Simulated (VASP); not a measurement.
# TaN (Fm-3m) in VASP: a series of runs

Runs on TaN. Level: PBEsol+D3(BJ). Tasks: single point.

All numbers are computed with VASP 6.6.1; they aren't measurements. Logs are shortened: lines on timing, memory, paths and dates and some standing lists are left out, and cuts for length are marked.

**1. The cell of the first run**

It takes space group Fm-3m (No. 225, cubic). The conventional cell has a = 4.471 Å, b = 4.471 Å, c = 4.471 Å, α = 90.00°, β = 90.00°, γ = 90.00°. Within 3.0 Å of Ta (site symmetry m-3m) lie 6 N at 2.24 Å. N (site symmetry m-3m) has 6 Ta at 2.24 Å within 3.0 Å.

**2. Single point, PBEsol+D3(BJ)**

INCAR

```
PREC     = Accurate       # precision mode
ENCUT    = 520            # plane-wave cutoff, eV
EDIFF    = 1E-7           # SCF threshold, eV
ISMEAR   = -1             # smearing method
SIGMA    = 0.01           # smearing width, eV
LREAL    = F              # projectors in reciprocal space
LASPH    = T              # aspherical terms in the spheres
NELM     = 100            # most SCF steps
ALGO     = Normal         # electronic algorithm
ISIF     = 2              # what is computed and relaxed
LWAVE    = F              # write WAVECAR
LCHARG   = F              # write CHGCAR
GGA      = PS             # functional
IVDW     = 12             # dispersion correction
NBANDS   = 15             # bands
```

KPOINTS

```
Automatic mesh
0
Gamma
  11 11 11
```

POSCAR

```
TaN
1.0
    0.0000000000      2.2356225527      2.2356225527
    2.2356225527      0.0000000000      2.2356225527
    2.2356225527      2.2356225527      0.0000000000
Ta N
1 1
Direct
    0.5000000000      0.5000000000      0.5000000000
    0.0000000000      0.0000000000      0.0000000000
```

Potentials or basis: VASP PAW PBE potentials, release 64 (Ta_pv, N).

Run with:

```bash
$ cat potpaw_PBE.64/Ta_pv/POTCAR potpaw_PBE.64/N/POTCAR > POTCAR
$ mpirun -np 1 vasp_std > vasp.out
```

OUTCAR:

```text
PREC = Accurate
   ENCUT = 520
   EDIFF = 1E-7
   ISMEAR = -1
   LREAL = F
   LASPH = T
   NELM = 100
   ISIF = 2
   GGA = PS
   IVDW = 12
 IVDW          = 12

 ion  position               nearest neighbor table
   1  0.500  0.500  0.500-   2 2.24   2 2.24   2 2.24   2 2.24   2 2.24   2 2.24
   2  0.000  0.000  0.000-   1 2.24   1 2.24   1 2.24   1 2.24   1 2.24   1 2.24

  LATTYP: Found a face centered cubic cell.
 ALAT       =     4.4712451054

  Lattice vectors:

 A1 = (   0.0000000000,   2.2356225527,   2.2356225527)
 A2 = (   2.2356225527,   0.0000000000,   2.2356225527)
 A3 = (   2.2356225527,   2.2356225527,   0.0000000000)

Analysis of symmetry for initial positions (statically):
=====================================================================
 Subroutine PRICEL returns:
 Original cell was already a primitive cell.

 Routine SETGRP: Setting up the symmetry group for a
 face centered cubic supercell.

 Subroutine GETGRP returns: Found 48 space group operations
 (whereof 48 operations were pure point group operations)
 out of a pool of 48 trial point group operations.

The static configuration has the point symmetry O_h .

Analysis of symmetry for dynamics (positions and initial velocities):
=====================================================================
 Subroutine PRICEL returns:
 Original cell was already a primitive cell.

 Routine SETGRP: Setting up the symmetry group for a
 face centered cubic supercell.

 Subroutine GETGRP returns: Found 48 space group operations
 (whereof 48 operations were pure point group operations)
 out of a pool of 48 trial point group operations.

The dynamic configuration has the point symmetry O_h .

 Subroutine INISYM returns: Found 48 space group operations
 (whereof 48 operations are pure point group operations),
 and found     1 'primitive' translations

----------------------------------------------------------------------------------------

                                     Primitive cell

  volume of cell :      22.3473

  direct lattice vectors                    reciprocal lattice vectors
     0.000000000  2.235622553  2.235622553    -0.223651349  0.223651349  0.223651349
     2.235622553  0.000000000  2.235622553     0.223651349 -0.223651349  0.223651349
     2.235622553  2.235622553  0.000000000     0.223651349  0.223651349 -0.223651349

  length of vectors
     3.161647734  3.161647734  3.161647734     0.387375500  0.387375500  0.387375500

  position of ions in fractional coordinates (direct lattice)
     0.500000000  0.500000000  0.500000000
     0.000000000  0.000000000  0.000000000

  ion indices of the primitive-cell ions
   primitive index   ion index
                 1           1
                 2           2

----------------------------------------------------------------------------------------

 KPOINTS: Automatic mesh

Automatic generation of k-mesh.
 Grid dimensions read from file:
 generate k-points for:   11   11   11

 Generating k-lattice:

  Cartesian coordinates                     Fractional coordinates (reciprocal lattice)
    -0.020331941  0.020331941  0.020331941     0.090909091  0.000000000  0.000000000
     0.020331941 -0.020331941  0.020331941     0.000000000  0.090909091  0.000000000
     0.020331941  0.020331941 -0.020331941     0.000000000  0.000000000  0.090909091

  Length of vectors
     0.035215955  0.035215955  0.035215955

  Shift w.r.t. Gamma in fractional coordinates (k-lattice)
     0.000000000  0.000000000  0.000000000

 Subroutine IBZKPT returns following result:
 ===========================================

 Found     56 irreducible k-points:

 Following reciprocal coordinates:
            Coordinates               Weight
  0.000000  0.000000  0.000000      1.000000
  0.090909  0.000000  0.000000      8.000000
  0.181818  0.000000  0.000000      8.000000
  0.272727  0.000000  0.000000      8.000000
  0.363636  0.000000  0.000000      8.000000
  0.454545  0.000000  0.000000      8.000000
[... 16 lines left out ...]
 -0.272727  0.181818  0.000000     24.000000
 -0.181818  0.181818  0.000000     12.000000
 [... further k-points ...]
   k-points           NKPTS =     56   k-points in BZ     NKDIM =     56   number of bands    NBANDS=     15
   number of dos      NEDOS =    301   number of ions     NIONS =      2
   total plane-waves  NPLWV =  13824
   dimension x,y,z NGX =    24 NGY =   24 NGZ =   24
   dimension x,y,z NGXF=    48 NGYF=   48 NGZF=   48
   ions per type =               1   1
   NGX,Y,Z   is equivalent  to a cutoff of  12.62, 12.62, 12.62 a.u.
   NGXF,Y,Z  is equivalent  to a cutoff of  25.24, 25.24, 25.24 a.u.
 SYSTEM =  unknown system
   PREC   = accura    normal or accurate (medium, high low for compatibility)
   ISTART =      0    job   : 0-new  1-cont  2-samecut
   ICHARG =      2    charge: 1-file 2-atom 10-const
   ISPIN  =      1    spin polarized calculation?
   LNONCOLLINEAR =      F non collinear calculations
   LSORBIT =      F    spin-orbit coupling
   LASPH  =      T    aspherical Exc in radial PAW
   ENCUT  =  520.0 eV  38.22 Ry    6.18 a.u.   5.88  5.88  5.88*2*pi/ulx,y,z
   NELM   =    100;   NELMIN=  2; NELMDL= -5     # of ELM steps
   EDIFF  = 0.1E-06   stopping-criterion for ELM
   LREAL  =      F    real-space projection
   EDIFFG = 0.1E-05   stopping-criterion for IOM
   NSW    =      0    number of steps for IOM
   IBRION =     -1    ionic relax: 0-MD 1-quasi-New 2-CG
   NFREE  =      0    steps in history (QN), initial steepest desc. (CG)
   ISIF   =      2    stress and relaxation
   ISYM   =      2    0-nonsym 1-usesym 2-fastsym
   POTIM  = 0.5000    time-step for ionic-motion
   TEBEG  =    0.0;   TEEND  =   0.0 temperature during run
   PSTRESS=    0.0 pullay stress
   NELECT =      16.0000    total number of electrons
   NUPDOWN=      -1.0000    fix difference up-down
   EMIN   =  10.00;   EMAX   =-10.00  energy-range for DOS
   EFERMI =   0.00;   METHOD = LEGACY
   ISMEAR =    -1;   SIGMA  =   0.01  broadening in eV -4-tet -1-fermi 0-gaus
   EFERMI_NEDOS =   21; number of points for ismear=-14 and -15
   IALGO  =     38    algorithm
   IMIX   =      4    mixing-type and parameters
     AMIX     =   0.40;   BMIX     =  1.00
     AMIX_MAG =   1.60;   BMIX_MAG =  1.00
  volume/ion in A,a.u.               =      11.17        75.40
  Fermi-wavevector in a.u.,A,eV,Ry     =   1.464557  2.767612 29.183515  2.144928
  Thomas-Fermi vector in A             =   2.580519
   LORBIT       =      0    0 simple, 1 ext, 2 COOP (PROOUT), +10 PAW based schemes
   GGA     = PS    functional components
   LHFCALC =     F    Hartree Fock is set to
   AEXX    =    0.0000 exact exchange contribution
   IVDW    =    12    specifies the selected vdW correction
   LEPSILON=     F    determine dielectric tensor
   LRPA    =     F    only Hartree local field effects (RPA)
 non-spin polarized calculation
  energy-cutoff  :      520.00
  volume of cell :       22.35
 maximum number of plane-waves:       612
   NGX = 11   NGY = 11   NGZ = 11

 number of electron      16.0000001 magnetization

 Free energy of the ion-electron system (eV)
  ---------------------------------------------------
  ext. energy  EPLUGINS =         0.00000000
  ---------------------------------------------------
  free energy    TOTEN  =       -23.12192348 eV

  energy without entropy =      -23.12191401  energy(sigma->0) =      -23.12191874

 E-fermi :   8.8703     XC(G=0): -13.3176

 val. band max:        8.8329753890   @ k =   0.0000   0.0000   0.0000
 cond. band min:       8.9377743799   @ k =   0.2727   0.1818   0.0909
 fundamental gap:      0.1047989909
 Fermi energy:         8.8702831632

 k-point     1 :       0.0000    0.0000    0.0000
  band No.  band energies     occupation
      1     -26.9838      2.00000
      2     -26.9838      2.00000
      3     -26.9838      2.00000
      4      -9.5742      2.00000
      5       5.1714      2.00000
      6       5.1714      2.00000
      7       5.1714      2.00000
      8       6.8252      2.00000
      9       6.8252      2.00000
     10       6.8252      2.00000
     11       8.8330      1.95317
     12       8.8330      1.95317
     13       9.9464      0.00000
     14      18.1739      0.00000
     15      21.0649      0.00000

 k-point     2 :       0.0909    0.0000    0.0000
  band No.  band energies     occupation
      1     -27.0440      2.00000
      2     -26.9895      2.00000
      3     -26.9895      2.00000
      4      -9.3915      2.00000
      5       4.2350      2.00000
      6       4.5597      2.00000
      7       4.5597      2.00000
      8       7.1128      2.00000
      9       7.1128      2.00000
     10       7.1810      2.00000
     11       9.5708      0.00000
     12       9.5708      0.00000
     13      10.5498      0.00000
     14      18.7458      0.00000
     15      21.0645      0.00000

 k-point     3 :       0.1818    0.0000    0.0000
  band No.  band energies     occupation
      1     -27.2021      2.00000
      2     -27.0048      2.00000
      3     -27.0048      2.00000
      4      -8.8834      2.00000
      5       2.6260      2.00000
      6       3.5233      2.00000
      7       3.5233      2.00000
      8       7.6272      2.00000
      9       7.7646      2.00000
     10       7.7646      2.00000
     11      11.1436      0.00000
     12      11.1436      0.00000
     13      11.8488      0.00000
     14      20.1260      0.00000
     15      21.0633      0.00000

 k-point     4 :       0.2727    0.0000    0.0000
  band No.  band energies     occupation
      1     -27.4019      2.00000
      2     -27.0248      2.00000
      3     -27.0248      2.00000
      4      -8.1610      2.00000
      5       1.0443      2.00000
      6       2.6124      2.00000
      7       2.6124      2.00000
      8       8.2524      2.00000
      9       8.6898      2.00000
     10       8.6898      2.00000
     11      12.9161      0.00000
     12      12.9161      0.00000
     13      13.0767      0.00000
     14      20.7527      0.00000
     15      21.0988      0.00000
[... 307 lines left out ...]
 k-point    22 :      -0.3636    0.1818    0.0000
  band No.  band energies     occupation
      1     -27.5845      2.00000
      2     -27.2079      2.00000
      3     -27.0712      2.00000
      4      -7.2126      2.00000
      5      -0.3146      2.00000
      6       1.8552      2.00000
      7       2.0937      2.00000
      8       9.5445      0.00000
      9       9.9069      0.00000
     10      10.1510      0.00000
     11      12.9032      0.00000
     12      15.8179      0.00000
     13      15.8588      0.00000
     14      18.9724      0.00000
     15      20.9618      0.00000

 k-point    23 :      -0.2727    0.1818    0.0000
  band No.  band energies     occupation
      1     -27.4935      2.00000
      2     -27.1918      2.00000
      3     -27.0406      2.00000
      4      -7.5479      2.00000
      5       0.1008      2.00000
      6       1.9463      2.00000
      7       2.4996      2.00000
      8       8.9415      0.00161
      9       9.0019      0.00000
     10      10.6550      0.00000
     11      11.5437      0.00000
     12      14.9689      0.00000
     13      15.5509      0.00000
     14      19.8764      0.00000
     15      21.0926      0.00000

 k-point    24 :      -0.1818    0.1818    0.0000
  band No.  band energies     occupation
      1     -27.3795      2.00000
      2     -27.1364      2.00000
      3     -27.0143      2.00000
      4      -8.0564      2.00000
      5       0.8647      2.00000
      6       2.2957      2.00000
      7       2.9988      2.00000
      8       8.1563      2.00000
      9       8.5416      2.00000
     10      10.0851      0.00000
     11      10.4737      0.00000
     12      14.0768      0.00000
     13      14.3516      0.00000
     14      21.0250      0.00000
     15      21.6977      0.00000

 [... further k-points ...]

------------------------ aborting loop because EDIFF is reached ----------------------------------------

 Edisp (eV)   -0.88649

 E8    (eV) :    -0.6156

  FORCE on cell =-STRESS in cart. coord.  units (eV):
  Direction    XX          YY          ZZ          XY          YZ          ZX
  --------------------------------------------------------------------------------------
  -------------------------------------------------------------------------------------
  Total      -3.59388    -3.59388    -3.59388    -0.00000    -0.00000     0.00000
  in kB    -257.66088  -257.66088  -257.66088    -0.00000    -0.00000     0.00000
  external pressure =     -257.66 kB  Pullay stress =        0.00 kB

 VOLUME and BASIS-vectors are now :
 -----------------------------------------------------------------------------
  energy-cutoff  :      520.00
  volume of cell :       22.35
      direct lattice vectors                 reciprocal lattice vectors
     0.000000000  2.235622553  2.235622553    -0.223651349  0.223651349  0.223651349
     2.235622553  0.000000000  2.235622553     0.223651349 -0.223651349  0.223651349
     2.235622553  2.235622553  0.000000000     0.223651349  0.223651349 -0.223651349

 POSITION                                       TOTAL-FORCE (eV/Angst)
 -----------------------------------------------------------------------------------
      2.23562      2.23562      2.23562         0.000000      0.000000     -0.000000
      0.00000      0.00000      0.00000        -0.000000     -0.000000      0.000000
 -----------------------------------------------------------------------------------
    total drift:                                0.000000     -0.000000     -0.000000

  FREE ENERGIE OF THE ION-ELECTRON SYSTEM (eV)
  ---------------------------------------------------
  free  energy   TOTEN  =       -24.0084087279 eV

  energy  without entropy=      -24.0083992638  energy(sigma->0) =      -24.00840400
```

It took 5.9 s on 1 thread of Intel Xeon 6975P-C (Granite Rapids), shared host; peak memory 0.16 GiB.

Results:

```yaml
Free_energy: -24.0084 eV
Pressure: -25.8 GPa
Band_gap_on_the_k_mesh: zero (band 8 reaches 10.38 eV, above the bottom of band 9 at 6.83 eV)
Dispersion_energy_per_atom: -0.443 eV
```

Caveat: three body term missing; the PAW data sets were made with another functional, which shifts forces and pressure a little; spin-orbit coupling is left out, which moves the levels of the heavy elements; pairwise dispersion overbinds metals, which lowers pressure and volume.

**3. Single point, PBEsol+D3(BJ)**

This run uses another cell than the first one, of 11.59 Å³/atom, 1.037 times its volume.

INCAR

```
ALGO = Normal ; EDIFF = 1E-7
ENCUT = 520 ; GGA = PS
ISIF = 2 ; ISMEAR = -1
IVDW = 12 ; LASPH = T
LCHARG = T ; LELF = T
LREAL = F ; LVHAR = T
LWAVE = F ; NBANDS = 15
NELM = 60 ; PREC = Accurate
SIGMA = 0.01
```

KPOINTS

```
k-points
0
Gamma
  11 11 11
```

POSCAR

```
TaN
1.0
    0.0000000000      2.2628889296      2.2628889296
    2.2628889296      0.0000000000      2.2628889296
    2.2628889296      2.2628889296      0.0000000000
Ta N
1 1
Direct
    0.5000000000      0.5000000000      0.5000000000
    0.0000000000      0.0000000000      0.0000000000
```

Potentials or basis: VASP PAW PBE potentials, release 64 (Ta_pv, N).

Run with:

```bash
$ cat potpaw_PBE.64/Ta_pv/POTCAR potpaw_PBE.64/N/POTCAR > POTCAR
$ mpirun -np 1 vasp_std > vasp.out
```

It took 6.4 s on 1 thread of Intel Xeon 6975P-C (Granite Rapids), shared host; peak memory 0.16 GiB.

The run converged. Its results:

* Free energy: -23.8532 eV
* Pressure: -34.3 GPa
* Band gap on the k mesh: zero (band 8 reaches 9.89 eV, above the bottom of band 9 at 6.52 eV)
* Dispersion energy per atom: -0.427 eV

Levels at points of the mesh, in eV from the Fermi level:
```csv
k point,band 4,band 5,band 6,band 7,band 8,band 9,band 10,band 11,band 12,band 13
"(0.00, 0.00, 0.00)",-18.14,-3.59,-3.59,-3.59,-1.94,-1.94,-1.94,-0.04,-0.04,0.80
```

Caveat: three body term missing; the PAW data sets were made with another functional, which shifts forces and pressure a little; spin-orbit coupling is left out, which moves the levels of the heavy elements; pairwise dispersion overbinds metals, which lowers pressure and volume.
